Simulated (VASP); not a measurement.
# MnO (Fm-3m) in VASP: a series of runs, part 2 of 2

VASP 6.6.1.

## (3) Single point, PBE+U, collinear spin, ferromagnetic start

Input file POSCAR:

```
MnO
1.0
    0.0000000000      2.2220003300      2.2220003300
    2.2220003300      0.0000000000      2.2220003300
    2.2220003300      2.2220003300      0.0000000000
Mn O
1 1
Direct
    0.0000000000      0.0000000000      0.0000000000
    0.5000000000      0.5000000000      0.5000000000
```

Input file INCAR.step1:

```
SYSTEM = MnO
PREC = Accurate
ENCUT = 520
EDIFF = 1E-6
ISMEAR = -1
SIGMA = 0.05
LREAL = .FALSE.
LASPH = .TRUE.
NELM = 200
ALGO = Normal
ISIF = 2
LWAVE = .FALSE.
LCHARG = .TRUE.
ISPIN = 2
MAGMOM = 4 0
LMAXMIX = 4
LDAU = .TRUE.
LDAUTYPE = 2
LDAUL = 2 -1
LDAUU = 1 0
LDAUJ = 0 0
LDAUPRINT = 1
GGA = PE
NBANDS = 22
GGA_COMPAT = .FALSE.
NEDOS = 2001
LORBIT = 11
```

Input file KPOINTS.step1:

```
Automatic mesh
0
G
  10 10 10
  0 0 0
```

Input file INCAR.step2:

```
SYSTEM = MnO
PREC = Accurate
ENCUT = 520
EDIFF = 1E-6
ISMEAR = -5
SIGMA = 0.05
LREAL = .FALSE.
LASPH = .TRUE.
NELM = 200
ALGO = Normal
ISIF = 2
LWAVE = .FALSE.
LCHARG = .FALSE.
ISPIN = 2
MAGMOM = 4 0
LORBIT = 11
LMAXMIX = 4
LDAU = .TRUE.
LDAUTYPE = 2
LDAUL = 2 -1
LDAUU = 1 0
LDAUJ = 0 0
LDAUPRINT = 1
GGA = PE
NEDOS = 2001
ICHARG = 11
GGA_COMPAT = .FALSE.
```

Input file KPOINTS.step2:

```
Automatic mesh
0
G
  15 15 15
  0 0 0
```

Potentials or basis: VASP PAW PBE potentials, release 64 (Mn_sv, O).

Run with:

```console
$ cat potpaw_PBE.64/Mn_sv/POTCAR potpaw_PBE.64/O/POTCAR > POTCAR
$ cp INCAR.step1 INCAR
$ cp KPOINTS.step1 KPOINTS
$ mpirun -np 1 vasp_std > vasp.out
$ cp INCAR.step2 INCAR
$ cp KPOINTS.step2 KPOINTS
$ mpirun -np 1 vasp_std > vasp.out
```

OUTCAR:

```text
SYSTEM = MnO
   PREC = Accurate
   ENCUT = 520
   EDIFF = 1E-6
   ISMEAR = -5
   LREAL = .FALSE.
   LASPH = .TRUE.
   NELM = 200
   ISIF = 2
   ISPIN = 2
   LORBIT = 11
   GGA = PE
   ICHARG = 11

 ion  position               nearest neighbor table
   1  0.000  0.000  0.000-   2 2.22   2 2.22   2 2.22   2 2.22   2 2.22   2 2.22
   2  0.500  0.500  0.500-   1 2.22   1 2.22   1 2.22   1 2.22   1 2.22   1 2.22

  LATTYP: Found a face centered cubic cell.
 ALAT       =     4.4440006600

  Lattice vectors:

 A1 = (   0.0000000000,   2.2220003300,   2.2220003300)
 A2 = (   2.2220003300,   0.0000000000,   2.2220003300)
 A3 = (   2.2220003300,   2.2220003300,   0.0000000000)

Analysis of symmetry for initial positions (statically):
=====================================================================
 Subroutine PRICEL returns:
 Original cell was already a primitive cell.

 Routine SETGRP: Setting up the symmetry group for a
 face centered cubic supercell.

[... 1130 lines left out ...]
      5     -10.1346      1.00000
      6       4.2645      1.00000
[... 8 lines left out ...]
     15      22.5610      0.00000
     16      24.9806      0.00000

 [... further k-points ...]

------------------------ aborting loop because EDIFF is reached ----------------------------------------

  FORCE on cell =-STRESS in cart. coord.  units (eV):
  Direction    XX          YY          ZZ          XY          YZ          ZX
  --------------------------------------------------------------------------------------
  -------------------------------------------------------------------------------------
  Total        0.5322766      0.5322766      0.5322766      0.0000000      0.0000000     -0.0000000
  in kB       38.8674120     38.8674120     38.8674120      0.0000000      0.0000000     -0.0000000
  external PRESSURE =      38.8674120 kB  Pullay stress =       0.0000000 kB

 VOLUME and BASIS-vectors are now :
 -----------------------------------------------------------------------------
  energy-cutoff  :      520.00
  volume of cell :       21.94
      direct lattice vectors                 reciprocal lattice vectors
     0.000000000  2.222000330  2.222000330    -0.225022469  0.225022469  0.225022469
     2.222000330  0.000000000  2.222000330     0.225022469 -0.225022469  0.225022469
     2.222000330  2.222000330  0.000000000     0.225022469  0.225022469 -0.225022469

 POSITION                                       TOTAL-FORCE (eV/Angst)
 -----------------------------------------------------------------------------------
      0.00000      0.00000      0.00000         0.000000      0.000000      0.000000
      2.22200      2.22200      2.22200         0.000000     -0.000000      0.000000
 -----------------------------------------------------------------------------------
    total drift:                                0.000000     -0.000000     -0.000000

  FREE ENERGIE OF THE ION-ELECTRON SYSTEM (eV)
  ---------------------------------------------------
  free  energy   TOTEN  =       -16.1121440649 eV

  energy  without entropy=      -16.1121440649  energy(sigma->0) =      -16.11214406

 total charge

# of ion       s       p       d       tot
------------------------------------------
    1        2.112   6.010   4.687  12.809
    2        1.559   3.436   0.000   4.995
--------------------------------------------------
tot          3.671   9.446   4.687  17.804

 magnetization (x)

# of ion       s       p       d       tot
------------------------------------------
    1        0.024   0.014   4.280   4.318
    2        0.029   0.185   0.000   0.214
--------------------------------------------------
tot          0.053   0.199   4.280   4.532
```

OUTCAR.step1:

```text
SYSTEM = MnO
   PREC = Accurate
   ENCUT = 520
   EDIFF = 1E-6
   ISMEAR = -1
   LREAL = .FALSE.
   LASPH = .TRUE.
   NELM = 200
   ISIF = 2
   ISPIN = 2
   GGA = PE
   LORBIT = 11

[... 1485 lines left out ...]

# of ion       s       p       d       tot
------------------------------------------
    1        2.112   6.010   4.688  12.809
    2        1.559   3.433   0.000   4.991
--------------------------------------------------
tot          3.671   9.443   4.688  17.801

 magnetization (x)

# of ion       s       p       d       tot
------------------------------------------
    1        0.024   0.014   4.266   4.305
    2        0.029   0.181   0.000   0.210
--------------------------------------------------
tot          0.053   0.195   4.266   4.515
```

OSZICAR.step1:

```text
N       E                     dE             d eps       ncg     rms          rms(c)
DAV:   1     0.246996206830E+03    0.24700E+03   -0.11170E+04  4918   0.124E+03
DAV:   2    -0.509939573262E+01   -0.25210E+03   -0.23749E+03  4214   0.400E+02
DAV:   3    -0.173888867113E+02   -0.12289E+02   -0.12132E+02  5756   0.103E+02
DAV:   4    -0.178895701479E+02   -0.50068E+00   -0.49958E+00  5676   0.196E+01
DAV:   5    -0.178950499798E+02   -0.54798E-02   -0.54794E-02  5546   0.199E+00    0.141E+01
DAV:   6    -0.162453150177E+02    0.16497E+01   -0.99640E+00  6658   0.414E+01    0.189E+01
DAV:   7    -0.161340101883E+02    0.11130E+00   -0.95771E-01  6566   0.190E+01    0.993E+00
DAV:   8    -0.161230080346E+02    0.11002E-01   -0.83380E-02  5618   0.367E+00    0.473E+00
DAV:   9    -0.161148607401E+02    0.81473E-02   -0.30305E-02  5662   0.269E+00    0.447E-01
DAV:  10    -0.161147085656E+02    0.15217E-03   -0.48934E-03  5686   0.107E+00    0.462E-01
DAV:  11    -0.161152197165E+02   -0.51115E-03   -0.42721E-04  5720   0.307E-01    0.782E-02
DAV:  12    -0.161152709383E+02   -0.51222E-04   -0.28713E-05  5340   0.573E-02    0.461E-02
DAV:  13    -0.161153012769E+02   -0.30339E-04   -0.19506E-05  4966   0.419E-02    0.189E-02
DAV:  14    -0.161153046583E+02   -0.33814E-05   -0.31500E-06  5816   0.214E-02    0.357E-03
DAV:  15    -0.161153048963E+02   -0.23799E-06   -0.16083E-07  2854   0.489E-03
   1 F= -.16115305E+02 E0= -.16113504E+02  d E =-.360215E-02  mag=     4.9365
```

Wall time 47 s (1 thread of Intel Xeon Platinum 8488C (Sapphire Rapids), shared host); peak memory 0.19 GiB.

What came out:

```yaml
Net_moment: 4.94 μB per cell
Site_moments: Mn +4.32; O +0.21 μB
Valence_electrons_inside_the_program's_atomic_spheres: Mn 12.81; O 5.00
```

Eigenvalues of the final occupation matrices:
```csv
site,spin,trace,eigenvalues
site 1 d,1,4.49,0.89 0.89 0.89 0.91 0.91
site 1 d,2,0.21,0.03 0.03 0.03 0.07 0.07
```

Caveat: a cell with one magnetic atom can't hold antiferromagnetic order, which such compounds often take. The state reached can hang on the start; a lower one may exist.

## (4) Single point, PBE+U, collinear spin, ferromagnetic start

POSCAR is that of step 3.

Input file INCAR.step1:

```
SYSTEM = MnO
ALGO = Normal
EDIFF = 1E-6
ENCUT = 520
GGA = PE
GGA_COMPAT = .FALSE.
ISIF = 2
ISMEAR = -1
ISPIN = 2
LASPH = .TRUE.
LCHARG = .TRUE.
LDAU = .TRUE.
LDAUJ = 0 0
LDAUL = 2 -1
LDAUPRINT = 1
LDAUTYPE = 2
LDAUU = 5 0
LMAXMIX = 4
LORBIT = 11
LREAL = .FALSE.
LWAVE = .FALSE.
MAGMOM = 4 0
NBANDS = 22
NEDOS = 2001
NELM = 200
PREC = Accurate
SIGMA = 0.05
```

Input file KPOINTS.step1:

```
k-points
0
G
  10 10 10
  0 0 0
```

Input file INCAR.step2:

```
SYSTEM = MnO
ALGO = Normal
EDIFF = 1E-6
ENCUT = 520
GGA = PE
GGA_COMPAT = .FALSE.
ICHARG = 11
ISIF = 2
ISMEAR = -5
ISPIN = 2
LASPH = .TRUE.
LCHARG = .FALSE.
LDAU = .TRUE.
LDAUJ = 0 0
LDAUL = 2 -1
LDAUPRINT = 1
LDAUTYPE = 2
LDAUU = 5 0
LMAXMIX = 4
LORBIT = 10
LREAL = .FALSE.
LWAVE = .FALSE.
MAGMOM = 4 0
NBANDS = 22
NEDOS = 2001
NELM = 200
PREC = Accurate
SIGMA = 0.05
```

Input file KPOINTS.step2:

```
k-points
0
G
  15 15 15
  0 0 0
```

Run with:

```console
$ cat potpaw_PBE.64/Mn_sv/POTCAR potpaw_PBE.64/O/POTCAR > POTCAR
$ cp INCAR.step1 INCAR
$ cp KPOINTS.step1 KPOINTS
$ mpirun -np 1 vasp_std > vasp.out
$ cp INCAR.step2 INCAR
$ cp KPOINTS.step2 KPOINTS
$ mpirun -np 1 vasp_std > vasp.out
```

It took 38 s on 1 thread of Intel Xeon 6975P-C (Granite Rapids), shared host; peak memory 0.2 GiB.

The run converged. Its results:

```
Net moment                                            : 5.00 μB per cell
Site moments                                          : Mn +4.53; O +0.15 μB
Valence electrons inside the program's atomic spheres : Mn 12.88; O 5.01
```

Levels at points of the mesh, in eV from the valence-band top:
Spin up:
| k point | band 9 | band 10 | band 11 | band 12 | band 13 | band 14 | band 15 | band 16 | band 17 | band 18 |
| --- | --- | --- | --- | --- | --- | --- | --- | --- | --- | --- |
| (0.00, 0.00, 0.00) | -3.93 | -3.93 | -2.62 | -2.62 | -2.62 | 0.41 | 14.81 | 16.46 | 16.46 | 16.46 |
Spin down:
| k point | band 6 | band 7 | band 8 | band 9 | band 10 | band 11 |
| --- | --- | --- | --- | --- | --- | --- |
| (0.00, 0.00, 0.00) | -2.33 | -2.33 | -2.33 | 1.74 | 3.68 | 3.68 |

Eigenvalues of the final occupation matrices:
| site | spin | trace | eigenvalues |
| --- | --- | --- | --- |
| site 1 d | 1 | 4.64 | 0.92 0.92 0.92 0.95 0.95 |
| site 1 d | 2 | 0.13 | 0.01 0.01 0.01 0.05 0.05 |

Caveat: a cell with one magnetic atom can't hold antiferromagnetic order, which such compounds often take.

## (5) The runs side by side

| U | cutoff (eV) | k mesh for the DOS | occupations for the DOS | moment (μB) |
| --- | --- | --- | --- | --- |
| Mn d U = 6.0 eV | 700 | - | - | 5.00 |
| Mn d U = 1.0 eV | 520 | 15 × 15 × 15 | tetrahedron | 4.94 |
| Mn d U = 5.0 eV | 520 | 15 × 15 × 15 | tetrahedron | 5.00 |

Alike in all rows: task single point; level PBE+U; potentials or basis VASP PAW PBE potentials, release 64 (Mn_sv, O); spin collinear, ferromagnetic start; cell as given; k mesh 10 × 10 × 10; smearing fermi-dirac 0.05 eV.

Caveats: a cell with one magnetic atom can't hold antiferromagnetic order, which such compounds often take; the cell stands under pressure (at least some runs).

Absolute energies hang on the potentials; compare differences alone.
